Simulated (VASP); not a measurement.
Set up this calculation in VASP 6.6.1, as the native input.

```yaml
Task: single point
Functional: PBE
Potentials_or_basis: VASP PAW PBE potentials, release 64 (Mn_pv, O)
Cutoff: 520 eV
k_mesh: 10 × 10 × 10
Occupations: fermi-dirac, width 0.05 eV
Spin: collinear spin, ferromagnetic start
Starting_moments: "[4.8, 0.0] μB"
Fixed_moment: 4.8 μB
Dipole_correction: no
Further_INCAR_settings: ALGO = Normal; EDIFF = 1e-06; NBANDS = 20
```

The structure of MnO lies in POSCAR:

```
MnO
1.0
    0.0000000000      2.2239077028      2.2239077028
    2.2239077028      0.0000000000      2.2239077028
    2.2239077028      2.2239077028      0.0000000000
Mn O
1 1
Direct
    0.0000000000      0.0000000000      0.0000000000
    0.5000000000      0.5000000000      0.5000000000
```

One way to write it, as run:

INCAR

```
SYSTEM = MnO
PREC = Accurate ; ENCUT = 520
EDIFF = 1E-6 ; ISMEAR = -1
SIGMA = 0.05 ; LREAL = .False.
LASPH = .True. ; NELM = 150
ALGO = Normal ; ISIF = 2
LWAVE = .False. ; LCHARG = .False.
ISPIN = 2 ; MAGMOM = 4.8 0
LORBIT = 11 ; NUPDOWN = 4.8
LMAXMIX = 4 ; GGA = PE
NBANDS = 20
```

KPOINTS

```
regular mesh
0
Gamma
  10 10 10
  0 0 0
```

Potentials or basis: VASP PAW PBE potentials, release 64 (Mn_pv, O).

Launch:

```console
$ cat potpaw_PBE.64/Mn_pv/POTCAR potpaw_PBE.64/O/POTCAR > POTCAR
$ mpirun -np 1 vasp_std > vasp.out
```

Results of the run:

```yaml
Pressure: 0.4 GPa
Net_moment: 4.80 μB per cell
Site_moments: Mn +4.35; O +0.21 μB
Valence_electrons_inside_the_program's_atomic_spheres: Mn 11.35; O 4.98
```

Caveat: the total moment is fixed, so each spin has its own Fermi level; a cell with one magnetic atom can't hold antiferromagnetic order, which such compounds often take.

Run time: 23 s on 1 thread of AMD EPYC 9R45 96-Core Processor (Zen 5), on a shared host, peak memory 0.13 GiB.
